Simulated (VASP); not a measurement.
Input of a VASP 6.6.1 run:

INCAR

```
SYSTEM = ZrSiRu4
ALGO = Fast ; EDIFF = 1E-6
ENCUT = 520 ; GGA = PE
ISIF = 2 ; ISMEAR = 0
LASPH = .True. ; LCHARG = .False.
LREAL = .False. ; LWAVE = .False.
NBANDS = 45 ; NELM = 100
PREC = Accurate ; SIGMA = 0.1
```

KPOINTS

```
k-points
0
Gamma
  10 10 6
  0 0 0
```

The input POSCAR:

```
ZrSiRu4
1.0
    3.9809216404      0.0000000000      0.0000000000
    0.0000000000      3.9809216404      0.0000000000
    0.0000000000      0.0000000000      6.4415358765
Zr Si Ru
1 1 4
Direct
    0.0000000000      0.0000000000      0.0000000000
    0.5000000000      0.5000000000      0.5000000000
    0.5000000000      0.0000000000      0.7121716759
    0.0000000000      0.5000000000      0.2878283241
    0.5000000000      0.0000000000      0.2878283241
    0.0000000000      0.5000000000      0.7121716759
```

Potentials or basis: VASP PAW PBE potentials, release 64 (Zr_sv, Si, Ru_pv).

Launch:

```bash
$ cat potpaw_PBE.64/Zr_sv/POTCAR potpaw_PBE.64/Si/POTCAR potpaw_PBE.64/Ru_pv/POTCAR > POTCAR
$ mpirun -np 1 vasp_std > vasp.out
```

Question: Predict the largest force.

Answer: 0.005 eV/Å.

Question: Predict the pressure.

Answer: 0.0 GPa.

Question: Estimate the band gap on the k mesh.

Answer: Zero (band 36 reaches 10.47 eV, above the bottom of band 37 at 8.58 eV).

Forces in eV/Å, atoms in the order of the input:
```
Zr   0.000  0.000  0.000
Si   0.000  0.000  0.000
Ru   0.000  0.000 -0.005
Ru   0.000  0.000  0.005
Ru   0.000  0.000  0.005
Ru   0.000  0.000 -0.005
```
